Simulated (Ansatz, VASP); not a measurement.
ZnO: VASP beside Ansatz

```
CELL_PARAMETERS angstrom
0.00000 2.18381 2.18381
2.18381 0.00000 2.18381
2.18381 2.18381 0.00000
ATOMIC_POSITIONS crystal
Zn 0.00000 0.00000 0.00000
O 0.50000 0.50000 0.50000
```

Alike in both runs: task single point; functional PBE; k mesh 11 × 11 × 11; occupations fermi-dirac, width 0.05 eV; no spin polarisation.

```csv
,VASP,Ansatz
version,VASP 6.6.1,Ansatz 0.2.0
potentials or method,"VASP PAW PBE potentials, release 64 (Zn, O)",Ansatz PAW
plane-wave cutoff (eV),520,420
valence electrons in the cell,18,18
```

```csv
,VASP,Ansatz,Ansatz less VASP
gap on the k mesh at the Fermi level (eV),0.63,0.66,+0.029
least direct gap on the mesh (eV),1.76,1.79,+0.029
pressure (GPa),-3.2,-4.0,-0.81
```

Noted on Ansatz's run: odd divisions of the mesh miss points on the zone boundary, where band edges often lie, so the gap on the mesh can be too wide.
